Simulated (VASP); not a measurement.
# WC (Cmmm) in VASP: vibrations by perturbation theory with PBE

Aim: the vibrations by perturbation theory of WC with PBE.

All numbers are computed with VASP 6.6.1; they aren't measurements. Logs are shortened: lines on timing, memory, paths and dates and some standing lists are left out, and cuts for length are marked.

### Step 1. The cell of the first run

Symmetry: Cmmm, No. 65, orthorhombic system. Conventional cell: a = 3.281 Å, b = 4.236 Å, c = 4.309 Å, α = 90.00°, β = 90.00°, γ = 90.00°. W (site symmetry mmm) has 6 W at 2.68 to 3.28 Å and 8 C at 2.71 to 3.02 Å within 3.5 Å. C (site symmetry mmm) has 6 C at 2.68 to 3.28 Å and 8 W at 2.71 to 3.02 Å within 3.5 Å.

### Step 2. Vibrations by perturbation theory, PBE

Input file INCAR:

```
PREC = Accurate
ENCUT = 520
EDIFF = 1E-8
ISMEAR = -1
SIGMA = 0.05
LREAL = F
LASPH = T
NELM = 100
ALGO = Normal
ISIF = 2
LWAVE = F
LCHARG = T
GGA = PE
IBRION = 8
NSW = 1
```

Input file KPOINTS:

```
Automatic mesh
0
Gamma
  7 7 5
```

Input file POSCAR:

```
WC
1.0
    1.6403461100     -2.1180379000      0.0000000000
    1.6403461100      2.1180379000      0.0000000000
    0.0000000000      0.0000000000      4.3094211000
W C
1 1
Direct
    0.5000000000      0.5000000000      0.5000000000
    0.0000000000      0.0000000000      0.0000000000
```

Potentials or basis: VASP PAW PBE potentials, release 64 (W_sv, C).

The run is started by

```bash
> cat potpaw_PBE.64/W_sv/POTCAR potpaw_PBE.64/C/POTCAR > POTCAR
> mpirun -np 1 vasp_std > vasp.out
```

OUTCAR:

```text
PREC = Accurate
   ENCUT = 520
   EDIFF = 1E-8
   ISMEAR = -1
   LREAL = F
   LASPH = T
   NELM = 100
   ISIF = 2
   GGA = PE
   IBRION = 8
   NSW = 1

 ion  position               nearest neighbor table
   1  0.500  0.500  0.500-   2 2.71   2 2.71   2 2.71   2 2.71
   2  0.000  0.000  0.000-   1 2.71   1 2.71   1 2.71   1 2.71

  LATTYP: Found a base centered orthorhombic cell.
 ALAT       =     3.2806922200
 B/A-ratio  =     1.2912140231
 C/A-ratio  =     1.3135706769

  Lattice vectors:

 A1 = (   1.6403461100,  -2.1180379000,   0.0000000000)
 A2 = (   1.6403461100,   2.1180379000,   0.0000000000)
 A3 = (   0.0000000000,   0.0000000000,   4.3094211000)

Analysis of symmetry for initial positions (statically):
=====================================================================
 Subroutine PRICEL returns:
 Original cell was already a primitive cell.

 Routine SETGRP: Setting up the symmetry group for a
 base centered orthorhombic supercell.

 Subroutine GETGRP returns: Found  8 space group operations
 (whereof  8 operations were pure point group operations)
 out of a pool of  8 trial point group operations.

The static configuration has the point symmetry D_2h.

Analysis of symmetry for dynamics (positions and initial velocities):
=====================================================================
 Subroutine PRICEL returns:
 Original cell was already a primitive cell.

 Routine SETGRP: Setting up the symmetry group for a
 base centered orthorhombic supercell.

 Subroutine GETGRP returns: Found  8 space group operations
 (whereof  8 operations were pure point group operations)
 out of a pool of  8 trial point group operations.

The dynamic configuration has the point symmetry D_2h.

 Subroutine INISYM returns: Found  8 space group operations
 (whereof  8 operations are pure point group operations),
 and found     1 'primitive' translations

----------------------------------------------------------------------------------------

                                     Primitive cell

  volume of cell :      29.9446

  direct lattice vectors                    reciprocal lattice vectors
     1.640346110 -2.118037900  0.000000000     0.304813720 -0.236067542  0.000000000
     1.640346110  2.118037900  0.000000000     0.304813720  0.236067542  0.000000000
     0.000000000  0.000000000  4.309421100     0.000000000  0.000000000  0.232049729

  length of vectors
     2.678958735  2.678958735  4.309421100     0.385537661  0.385537661  0.232049729

  position of ions in fractional coordinates (direct lattice)
     0.500000000  0.500000000  0.500000000
     0.000000000  0.000000000  0.000000000

  ion indices of the primitive-cell ions
   primitive index   ion index
                 1           1
                 2           2

----------------------------------------------------------------------------------------

 KPOINTS: Automatic mesh

Automatic generation of k-mesh.
 Grid dimensions read from file:
 generate k-points for:    7    7    5

 Generating k-lattice:

  Cartesian coordinates                     Fractional coordinates (reciprocal lattice)
     0.043544817 -0.033723935  0.000000000     0.142857143  0.000000000  0.000000000
     0.043544817  0.033723935  0.000000000     0.000000000  0.142857143  0.000000000
     0.000000000  0.000000000  0.046409946     0.000000000  0.000000000  0.200000000

  Length of vectors
     0.055076809  0.055076809  0.046409946

  Shift w.r.t. Gamma in fractional coordinates (k-lattice)
     0.000000000  0.000000000  0.000000000

 Subroutine IBZKPT returns following result:
[... 87 lines left out ...]

 number of electron      18.0000005 magnetization

 Free energy of the ion-electron system (eV)
  ---------------------------------------------------
  ext. energy  EPLUGINS =         0.00000000
  ---------------------------------------------------
  free energy    TOTEN  =       -16.65881791 eV

  energy without entropy =      -16.64743508  energy(sigma->0) =      -16.65312649

 E-fermi :   7.1175     XC(G=0): -11.8813

 val. band max:        7.0973800979   @ k =   0.2857   0.2857   0.4000
 cond. band min:       7.1473781747   @ k =   0.2857   0.1429   0.2000
 fundamental gap:      0.0499980768
 Fermi energy:         7.1175378793

 k-point     1 :       0.0000    0.0000    0.0000
  band No.  band energies     occupation
      1     -67.7086      2.00000
      2     -32.0008      2.00000
      3     -31.3678      2.00000
      4     -31.0980      2.00000
      5      -5.2047      2.00000
      6       1.5054      2.00000
      7       3.6860      2.00000
      8       3.8791      2.00000
      9       8.9110      0.00000
     10       9.1520      0.00000
     11       9.1933      0.00000
     12       9.7591      0.00000
     13       9.8118      0.00000
[... 354 lines left out ...]
  band No.  band energies     occupation
      1     -67.6200      2.00000
      2     -32.2252      2.00000
      3     -31.8646      2.00000
      4     -31.3808      2.00000
      5      -2.4259      2.00000
      6       2.4906      2.00000
      7       3.1912      2.00000
      8       4.3885      2.00000
      9       6.3100      2.00000
     10       7.9877      0.00000
     11       8.5180      0.00000
     12       9.1405      0.00000
     13      11.1419      0.00000

 [... further k-points ...]
[... 5 lines left out ...]
  --------------------------------------------------------------------------------------
  -------------------------------------------------------------------------------------
  Total       -6.7242824      0.2025815    -10.7634593      0.0000000      0.0000000      0.0000000
  in kB     -359.7811258     10.8390765   -575.8963242      0.0000000      0.0000000      0.0000000
  external PRESSURE =    -308.2794578 kB  Pullay stress =       0.0000000 kB

 VOLUME and BASIS-vectors are now :
 -----------------------------------------------------------------------------
  energy-cutoff  :      520.00
  volume of cell :       29.94
      direct lattice vectors                 reciprocal lattice vectors
     1.640346110 -2.118037900  0.000000000     0.304813720 -0.236067542  0.000000000
     1.640346110  2.118037900  0.000000000     0.304813720  0.236067542  0.000000000
     0.000000000  0.000000000  4.309421100     0.000000000  0.000000000  0.232049729

 POSITION                                       TOTAL-FORCE (eV/Angst)
 -----------------------------------------------------------------------------------
      1.64035      0.00000      2.15471         0.000000     -0.000000      0.000000
      0.00000      0.00000      0.00000        -0.000000      0.000000      0.000000
 -----------------------------------------------------------------------------------
    total drift:                                0.000000      0.000000      0.000000

  FREE ENERGIE OF THE ION-ELECTRON SYSTEM (eV)
  ---------------------------------------------------
  free  energy   TOTEN  =       -16.6588179068 eV

  energy  without entropy=      -16.6474350814  energy(sigma->0) =      -16.65312649

[... ionic steps 2 to 3 ...]

--------------------------------------- Ionic step        4  -------------------------------------------

------------------------ aborting loop because EDIFF is reached ----------------------------------------

--------------------------------------- Ionic step        5  -------------------------------------------
[... 13 lines left out ...]
------------------------ aborting loop because EDIFF is reached ----------------------------------------

--------------------------------------- Ionic step        9  -------------------------------------------

 Free energy of the ion-electron system (eV)
  ---------------------------------------------------
  ---------------------------------------------------
  free energy    TOTEN  =        -0.10994723 eV

  energy without entropy =       -0.10994723

------------------------ aborting loop because EDIFF is reached ----------------------------------------

 INTERNAL STRAIN TENSOR  FOR ION    2  DIRECTION 3   (eV/Angst):
 -----------------------------------------------------------------------------
    -0.00418  0.00000  0.00000
     0.00000  0.00661  0.00000
     0.00000  0.00000  0.01059

 INTERNAL STRAIN TENSOR FOR ION    2 for displacements in x,y,z  (eV/Angst):
          X           Y           Z          XY          YZ          ZX
  --------------------------------------------------------------------------------
  x     0.00000     0.00000     0.00000     0.00000     0.00000     0.00000
  y     0.00000     0.00000     0.00000     0.00000     0.00000     0.00000
  z     0.00000     0.00000     0.00000     0.00000     0.00000     0.00000

 SECOND DERIVATIVES (NOT SYMMETRIZED)
 ------------------------------------
               1X          1Y          1Z          2X          2Y          2Z
  1X     2.992829    0.000000    0.000000   -2.992829    0.000000    0.000000
  1Y     0.000000    1.121885    0.000000    0.000000   -1.121885    0.000000
  1Z     0.000000    0.000000    8.083286    0.000000    0.000000   -8.083286
  2X    -3.005554    0.000000    0.000000    3.005554    0.000000    0.000000
  2Y     0.000000   -1.138746    0.000000    0.000000    1.138746    0.000000
  2Z     0.000000    0.000000   -8.086875    0.000000    0.000000    8.086875

 Eigenvectors and eigenvalues of the dynamical matrix
 ----------------------------------------------------

   1 f  =    0.008829 THz     0.055475 2PiTHz    0.294506 cm-1     0.036514 meV
             X         Y         Z           dx          dy          dz
      1.640346  0.000000  2.154711     0.000000    0.969292    0.000000
      0.000000  0.000000  0.000000     0.000000    0.245914    0.000000
[... 21 lines left out ...]
   6 f/i=   13.239993 THz    83.189330 2PiTHz  441.638631 cm-1    54.756187 meV
             X         Y         Z           dx          dy          dz
      1.640346  0.000000  2.154711    -0.000000   -0.000000   -0.247585
      0.000000  0.000000  0.000000     0.000000    0.000000    0.968866

--------------------------------------------------------------------------------------------------------

 ELASTIC MODULI CONTR FROM IONIC RELAXATION (kBar)
 Direction    XX          YY          ZZ          XY          YZ          ZX
 --------------------------------------------------------------------------------
 XX           0.0000      0.0000      0.0000      0.0000      0.0000      0.0000
 YY           0.0000      0.0000      0.0000      0.0000      0.0000      0.0000
 ZZ           0.0000      0.0000      0.0000      0.0000      0.0000      0.0000
 XY           0.0000      0.0000      0.0000      0.0000      0.0000      0.0000
 YZ           0.0000      0.0000      0.0000      0.0000      0.0000      0.0000
 ZX           0.0000      0.0000      0.0000      0.0000      0.0000      0.0000
 --------------------------------------------------------------------------------
```

Wall time 3.3 min (1 thread of Intel Xeon 8259CL, shared host); peak memory 0.18 GiB.

What came out:

```yaml
Highest_phonon_frequency_at_Γ: 0 cm⁻¹
Most_unstable_mode: 442i cm⁻¹
```

Phonon frequencies in cm⁻¹ (negative: imaginary):
```tsv
q point	frequencies
(0.000, 0.000, 0.000)	-442 -269 -166 0 0 0
```

Caveat: the cell stands under pressure or tension, which shifts response properties; some modes are imaginary; spin-orbit coupling is left out, which moves the levels of the heavy elements.
